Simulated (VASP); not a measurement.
# Na (P6/mmm) in VASP: single point with PBE

Aim: the single point of Na with PBE.

Program: VASP 6.6.1. These are calculated values, not measurements. Logs are shortened: lines on timing, memory, paths and dates and some standing lists are left out, and cuts for length are marked.

### Step 1. The cell of the first run

Symmetry: P6/mmm, No. 191, hexagonal system. Conventional cell: a = 5.074 Å, b = 5.074 Å, c = 3.011 Å, α = 90.00°, β = 90.00°, γ = 120.00°. Within 4.0 Å of Na (site symmetry 6/mmm) lie 14 Na at 3.01 to 3.29 Å. Na (site symmetry -6m2) has 11 Na at 2.93 to 3.29 Å within 3.9 Å.

This isn't the form of Na at room conditions, which is bcc.

### Step 2. Single point, PBE (22.38 Å³/atom)

Input file POSCAR:

```
Na
1.0
    5.0741276889      0.0000000000      0.0000000000
   -2.5370638444      4.3943234806      0.0000000000
    0.0000000000      0.0000000000      3.0114640839
Na
3
Direct
    0.0000000000      0.0000000000      0.0000000000
    0.3333333333      0.6666666667      0.5000000000
    0.6666666667      0.3333333333      0.5000000000
```

Input file INCAR.step1:

```
SYSTEM = Na
ALGO     = Normal         ! electronic algorithm
EDIFF    = 1E-7           ! SCF threshold, eV
ENCUT    = 520            ! plane-wave cutoff, eV
GGA      = PE             ! functional
ISIF     = 2              ! what is computed and relaxed
ISMEAR   = -1             ! smearing method
LASPH    = .True.         ! aspherical terms in the spheres
LCHARG   = .True.         ! write CHGCAR
LREAL    = .False.        ! projectors in reciprocal space
LWAVE    = .False.        ! write WAVECAR
NBANDS   = 18             ! bands
NELM     = 100            ! most SCF steps
PREC     = Accurate       ! precision mode
SIGMA    = 0.08           ! smearing width, eV
```

Input file KPOINTS.step1:

```
k-points
0
Gamma
  6 6 8
  0 0 0
```

Input file INCAR.step2:

```
SYSTEM = Na
ALGO     = Normal         ! electronic algorithm
EDIFF    = 1E-7           ! SCF threshold, eV
ENCUT    = 520            ! plane-wave cutoff, eV
GGA      = PE             ! functional
ICHARG   = 11             ! starting density
ISIF     = 2              ! what is computed and relaxed
ISMEAR   = -5             ! smearing method
LASPH    = .True.         ! aspherical terms in the spheres
LCHARG   = .False.        ! write CHGCAR
LORBIT   = 11             ! projections on sites
LREAL    = .False.        ! projectors in reciprocal space
LWAVE    = .False.        ! write WAVECAR
NBANDS   = 18             ! bands
NEDOS    = 2001           ! points of the DOS
NELM     = 100            ! most SCF steps
PREC     = Accurate       ! precision mode
SIGMA    = 0.08           ! smearing width, eV
```

Input file KPOINTS.step2:

```
k-points
0
Gamma
  9 9 12
  0 0 0
```

Potentials or basis: VASP PAW PBE potentials, release 64 (Na_pv).

The run is started by

```sh
$ cat potpaw_PBE.64/Na_pv/POTCAR > POTCAR
$ cp INCAR.step1 INCAR
$ cp KPOINTS.step1 KPOINTS
$ mpirun -np 1 vasp_std > vasp.out
$ cp INCAR.step2 INCAR
$ cp KPOINTS.step2 KPOINTS
$ mpirun -np 1 vasp_std > vasp.out
```

OUTCAR:

```text
SYSTEM = Na
   EDIFF = 1E-7
   ENCUT = 520
   GGA = PE
   ICHARG = 11
   ISIF = 2
   ISMEAR = -5
   LASPH = .True.
   LORBIT = 11
   LREAL = .False.
   NELM = 100
   PREC = Accurate

 ion  position               nearest neighbor table
   1  0.000  0.000  0.000-
   2  0.333  0.667  0.500-
   3  0.667  0.333  0.500-

  LATTYP: Found a hexagonal cell.
 ALAT       =     5.0741276889
 C/A-ratio  =     0.5934939498

  Lattice vectors:

 A1 = (   5.0741276889,   0.0000000000,   0.0000000000)
 A2 = (  -2.5370638444,   4.3943234806,   0.0000000000)
 A3 = (   0.0000000000,   0.0000000000,   3.0114640839)

Analysis of symmetry for initial positions (statically):
=====================================================================
 Subroutine PRICEL returns:
 Original cell was already a primitive cell.

 Routine SETGRP: Setting up the symmetry group for a
 hexagonal supercell.

 Subroutine GETGRP returns: Found 24 space group operations
 (whereof 24 operations were pure point group operations)
 out of a pool of 24 trial point group operations.

The static configuration has the point symmetry D_6h.

Analysis of symmetry for dynamics (positions and initial velocities):
=====================================================================
 Subroutine PRICEL returns:
 Original cell was already a primitive cell.

 Routine SETGRP: Setting up the symmetry group for a
 hexagonal supercell.

 Subroutine GETGRP returns: Found 24 space group operations
 (whereof 24 operations were pure point group operations)
 out of a pool of 24 trial point group operations.

The dynamic configuration has the point symmetry D_6h.

 Subroutine INISYM returns: Found 24 space group operations
 (whereof 24 operations are pure point group operations),
 and found     1 'primitive' translations

----------------------------------------------------------------------------------------

                                     Primitive cell

  volume of cell :      67.1477

  direct lattice vectors                    reciprocal lattice vectors
     5.074127689  0.000000000  0.000000000     0.197078210  0.113783157  0.000000000
    -2.537063844  4.394323481  0.000000000     0.000000000  0.227566315  0.000000000
     0.000000000  0.000000000  3.011464084     0.000000000  0.000000000  0.332064395

  length of vectors
     5.074127689  5.074127689  3.011464084     0.227566315  0.227566315  0.332064395

  position of ions in fractional coordinates (direct lattice)
     0.000000000  0.000000000  0.000000000
     0.333333333  0.666666667  0.500000000
     0.666666667  0.333333333  0.500000000

  ion indices of the primitive-cell ions
   primitive index   ion index
                 1           1
                 2           2
                 3           3

----------------------------------------------------------------------------------------

 KPOINTS: k-points

Automatic generation of k-mesh.
 Grid dimensions read from file:
 generate k-points for:    9    9   12

 Generating k-lattice:

  Cartesian coordinates                     Fractional coordinates (reciprocal lattice)
     0.021897579  0.012642573  0.000000000     0.111111111  0.000000000  0.000000000
     0.000000000  0.025285146  0.000000000     0.000000000  0.111111111  0.000000000
     0.000000000  0.000000000  0.027672033     0.000000000  0.000000000  0.083333333

  Length of vectors
     0.025285146  0.025285146  0.027672033

  Shift w.r.t. Gamma in fractional coordinates (k-lattice)
     0.000000000  0.000000000  0.000000000

 TETIRR: Found    984 inequivalent tetrahedra from     5832

 Subroutine IBZKPT returns following result:
 ===========================================

 Found     84 irreducible k-points:

 Following reciprocal coordinates:
            Coordinates               Weight
  0.000000  0.000000  0.000000      1.000000
  0.111111  0.000000  0.000000      6.000000
  0.222222  0.000000  0.000000      6.000000
  0.333333  0.000000  0.000000      6.000000
  0.444444  0.000000  0.000000      6.000000
  0.111111  0.111111  0.000000      6.000000
[... 16 lines left out ...]
  0.333333  0.222222  0.083333     24.000000
  0.333333  0.333333  0.083333      4.000000
 [... further k-points ...]
   k-points           NKPTS =     84   k-points in BZ     NKDIM =     84   number of bands    NBANDS=     18
   number of dos      NEDOS =   2001   number of ions     NIONS =      3
   total plane-waves  NPLWV =  38400
   dimension x,y,z NGX =    40 NGY =   40 NGZ =   24
   dimension x,y,z NGXF=    80 NGYF=   80 NGZF=   48
   ions per type =               3
   NGX,Y,Z   is equivalent  to a cutoff of  13.11, 13.11, 13.25 a.u.
   NGXF,Y,Z  is equivalent  to a cutoff of  26.21, 26.21, 26.50 a.u.
 SYSTEM =  Na
   PREC   = accura    normal or accurate (medium, high low for compatibility)
   ISTART =      0    job   : 0-new  1-cont  2-samecut
   ICHARG =     11    charge: 1-file 2-atom 10-const
   ISPIN  =      1    spin polarized calculation?
   LNONCOLLINEAR =      F non collinear calculations
   LSORBIT =      F    spin-orbit coupling
   LASPH  =      T    aspherical Exc in radial PAW
   ENCUT  =  520.0 eV  38.22 Ry    6.18 a.u.   9.43  9.43  5.60*2*pi/ulx,y,z
   NELM   =    100;   NELMIN=  2; NELMDL=  0     # of ELM steps
   EDIFF  = 0.1E-06   stopping-criterion for ELM
   LREAL  =      F    real-space projection
   EDIFFG = 0.1E-05   stopping-criterion for IOM
   NSW    =      0    number of steps for IOM
   IBRION =     -1    ionic relax: 0-MD 1-quasi-New 2-CG
   NFREE  =      0    steps in history (QN), initial steepest desc. (CG)
   ISIF   =      2    stress and relaxation
   ISYM   =      2    0-nonsym 1-usesym 2-fastsym
   POTIM  = 0.5000    time-step for ionic-motion
   TEBEG  =    0.0;   TEEND  =   0.0 temperature during run
   PSTRESS=    0.0 pullay stress
   NELECT =      21.0000    total number of electrons
   NUPDOWN=      -1.0000    fix difference up-down
   EMIN   =  10.00;   EMAX   =-10.00  energy-range for DOS
   EFERMI =   0.00;   METHOD = LEGACY
   ISMEAR =    -5;   SIGMA  =   0.08  broadening in eV -4-tet -1-fermi 0-gaus
   EFERMI_NEDOS =   21; number of points for ismear=-14 and -15
   IALGO  =     38    algorithm
   IMIX   =      4    mixing-type and parameters
     AMIX     =   0.40;   BMIX     =  1.00
     AMIX_MAG =   1.60;   BMIX_MAG =  1.00
  volume/ion in A,a.u.               =      22.38       151.05
  Fermi-wavevector in a.u.,A,eV,Ry     =   1.111231  2.099922 16.800932  1.234834
  Thomas-Fermi vector in A             =   2.247791
   LORBIT       =     11    0 simple, 1 ext, 2 COOP (PROOUT), +10 PAW based schemes
   GGA     = PE    functional components
   LHFCALC =     F    Hartree Fock is set to
   AEXX    =    0.0000 exact exchange contribution
   IVDW    =     0    specifies the selected vdW correction
   LEPSILON=     F    determine dielectric tensor
   LRPA    =     F    only Hartree local field effects (RPA)
 non-spin polarized calculation
 Fermi weights with tetrahedron method with Bloechl corrections
  energy-cutoff  :      520.00
  volume of cell :       67.15
 maximum number of plane-waves:      1825
 NGX is ok and might be reduce to    40

 number of electron      20.9999985 magnetization

 Free energy of the ion-electron system (eV)
  ---------------------------------------------------
  ext. energy  EPLUGINS =         0.00000000
  ---------------------------------------------------
  free energy    TOTEN  =        -2.97913697 eV

  energy without entropy =       -2.97913697  energy(sigma->0) =       -2.97913697

 E-fermi :   2.3345     XC(G=0):  -7.9891

 val. band max:        2.3984731662   @ k =   0.2222   0.1111   0.5000
 cond. band min:       2.1221999672   @ k =   0.1111   0.0000   0.5000
 fundamental gap:     -0.2762731990
 Fermi energy:         2.3345143289

 k-point     1 :       0.0000    0.0000    0.0000
  band No.  band energies     occupation
      1     -22.6990      2.00000
      2     -22.6990      2.00000
      3     -22.5903      2.00000
      4     -22.5903      2.00000
      5     -22.5568      2.00000
      6     -22.5282      2.00000
[... 10 lines left out ...]
     17      13.9655      0.00000
     18      14.1098      0.00000

 k-point     2 :       0.1111    0.0000    0.0000
  band No.  band energies     occupation
      1     -22.7026      2.00000
      2     -22.6983      2.00000
      3     -22.5884      2.00000
      4     -22.5863      2.00000
      5     -22.5559      2.00000
      6     -22.5289      2.00000
[... 10 lines left out ...]
     17      14.0302      0.00000
     18      14.1734      0.00000

 k-point     3 :       0.2222    0.0000    0.0000
  band No.  band energies     occupation
      1     -22.7107      2.00000
      2     -22.6943      2.00000
      3     -22.5874      2.00000
      4     -22.5771      2.00000
      5     -22.5533      2.00000
      6     -22.5309      2.00000
[... 10 lines left out ...]
     17      14.2217      0.00000
     18      14.2335      0.00000

 k-point     4 :       0.3333    0.0000    0.0000
  band No.  band energies     occupation
      1     -22.7189      2.00000
      2     -22.6847      2.00000
      3     -22.5946      2.00000
      4     -22.5677      2.00000
      5     -22.5498      2.00000
      6     -22.5338      2.00000
[... 10 lines left out ...]
     17      12.3449      0.00000
     18      13.3850      0.00000

 k-point     5 :       0.4444    0.0000    0.0000
  band No.  band energies     occupation
      1     -22.7237      2.00000
      2     -22.6732      2.00000
      3     -22.6065      2.00000
      4     -22.5619      2.00000
      5     -22.5465      2.00000
      6     -22.5367      2.00000
[... 10 lines left out ...]
     17      12.0261      0.00000
     18      12.5692      0.00000

 k-point     6 :       0.1111    0.1111    0.0000
  band No.  band energies     occupation
      1     -22.7079      2.00000
      2     -22.6964      2.00000
      3     -22.5875      2.00000
      4     -22.5794      2.00000
      5     -22.5542      2.00000
      6     -22.5302      2.00000
[... 307 lines left out ...]
 k-point    21 :       0.4444    0.1111    0.0833
  band No.  band energies     occupation
      1     -22.7206      2.00000
      2     -22.6684      2.00000
      3     -22.6137      2.00000
      4     -22.5584      2.00000
      5     -22.5564      2.00000
      6     -22.5477      2.00000
[... 10 lines left out ...]
     17      11.8677      0.00000
     18      12.5656      0.00000

 k-point    22 :       0.2222    0.2222    0.0833
  band No.  band energies     occupation
      1     -22.7161      2.00000
      2     -22.6785      2.00000
      3     -22.6059      2.00000
      4     -22.5608      2.00000
      5     -22.5589      2.00000
      6     -22.5453      2.00000
[... 10 lines left out ...]
     17      11.3894      0.00000
     18      13.2704      0.00000

 k-point    23 :       0.3333    0.2222    0.0833
  band No.  band energies     occupation
      1     -22.7180      2.00000
      2     -22.6646      2.00000
      3     -22.6242      2.00000
      4     -22.5562      2.00000
      5     -22.5554      2.00000
      6     -22.5486      2.00000
[... 10 lines left out ...]
     17      12.5366      0.00000
     18      13.0376      0.00000

 k-point    24 :       0.3333    0.3333    0.0833
  band No.  band energies     occupation
      1     -22.7174      2.00000
      2     -22.6463      2.00000
      3     -22.6463      2.00000
      4     -22.5543      2.00000
      5     -22.5519      2.00000
      6     -22.5519      2.00000
[... 10 lines left out ...]
     17      12.7039      0.00000
     18      12.8275      0.00000

 [... further k-points ...]
[... 5 lines left out ...]
  --------------------------------------------------------------------------------------
  -------------------------------------------------------------------------------------
  Total        4.1636588      4.1636588      4.1427809      0.0000000      0.0000000      0.0000000
  in kB       99.3469676     99.3469676     98.8488092      0.0000000      0.0000000      0.0000000
  external PRESSURE =      99.1809148 kB  Pullay stress =       0.0000000 kB

 VOLUME and BASIS-vectors are now :
 -----------------------------------------------------------------------------
  energy-cutoff  :      520.00
  volume of cell :       67.15
      direct lattice vectors                 reciprocal lattice vectors
     5.074127689  0.000000000  0.000000000     0.197078210  0.113783157  0.000000000
    -2.537063844  4.394323481  0.000000000     0.000000000  0.227566315  0.000000000
     0.000000000  0.000000000  3.011464084     0.000000000  0.000000000  0.332064395

 POSITION                                       TOTAL-FORCE (eV/Angst)
 -----------------------------------------------------------------------------------
      0.00000      0.00000      0.00000        -0.000000      0.000000      0.000000
     -0.00000      2.92955      1.50573         0.000000     -0.000000     -0.000000
      2.53706      1.46477      1.50573        -0.000000      0.000000      0.000000
 -----------------------------------------------------------------------------------
    total drift:                               -0.000000      0.000000     -0.000000

  FREE ENERGIE OF THE ION-ELECTRON SYSTEM (eV)
  ---------------------------------------------------
  free  energy   TOTEN  =        -2.9791369704 eV

  energy  without entropy=       -2.9791369704  energy(sigma->0) =       -2.97913697

 total charge

# of ion       s       p       d       tot
------------------------------------------
    1        0.147   5.988   0.000   6.135
    2        0.143   5.991   0.000   6.134
    3        0.143   5.991   0.000   6.134
--------------------------------------------------
tot          0.433  17.970   0.000  18.403
```

Wall time 32 s (1 thread of Intel Xeon 6975P-C (Granite Rapids), shared host); peak memory 0.21 GiB.

What came out:

| Property | Result |
| --- | --- |
| Valence electrons inside the program's atomic spheres | Na 6.13 |

Caveat: tetrahedron occupations give inexact forces and stress in metals.
